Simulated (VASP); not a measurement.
Al: single point with PBE

The system is Al.

```
Al
1.0
    -1.61746    1.61746   -1.61746
    -1.61746   -1.61746    1.61746
    -0.97048    6.46985    6.46985
Al
4
Cartesian
  0.0000 5.6611 5.6611
  -1.6175 0.8087 0.8087
  0.0000 2.4262 2.4262
  -1.6175 4.0437 4.0437
```

| Property | Result |
| --- | --- |
| Program | VASP 6.6.1 |
| Task | single point |
| Functional | PBE |
| Potentials or basis | VASP PAW PBE potentials, release 64 (Al) |
| Cutoff | 520 eV |
| k mesh | 16 × 16 × 5 |
| Occupations | gaussian, width 0.15 eV |
| Spin | no spin polarisation |
| Dipole correction | no |
| Further INCAR settings | ALGO = Fast; EDIFF = 1e-06; NBANDS = 14 |

The pressure is 2.9 GPa. The largest force is 1.738 eV/Å and the band gap on the k mesh is zero (bands 6 and 7 overlap by 6.36 eV).

Forces on the atoms (eV/Å):
```
Al  -0.602 -1.153 -1.153
Al   0.602  1.153  1.153
Al  -0.025 -0.043 -0.043
Al   0.025  0.043  0.043
```

Stress tensor (GPa, compression positive):
```
0.16 2.00 2.00
2.00 4.21 3.59
2.00 3.59 4.21
```

Levels at points of the mesh, in eV from the Fermi level:
```csv
k point,band 4,band 5,band 6,band 7,band 8,band 9
"(0.00, 0.00, 0.00)",-4.24,-3.78,4.01,4.29,8.26,8.48
"(0.50, 0.00, 0.00)",-4.48,-3.77,-3.12,-0.20,0.24,1.90
"(0.50, 0.50, 0.00)",-2.53,-2.17,-2.10,1.48,1.86,2.19
```

Run time: 5.3 min on 1 thread of Intel Xeon 8259CL (shared host), peak memory 0.36 GiB.

Caveat: forces of over 1 eV/Å act on the atoms, so gaps and moduli don't describe the material at rest.
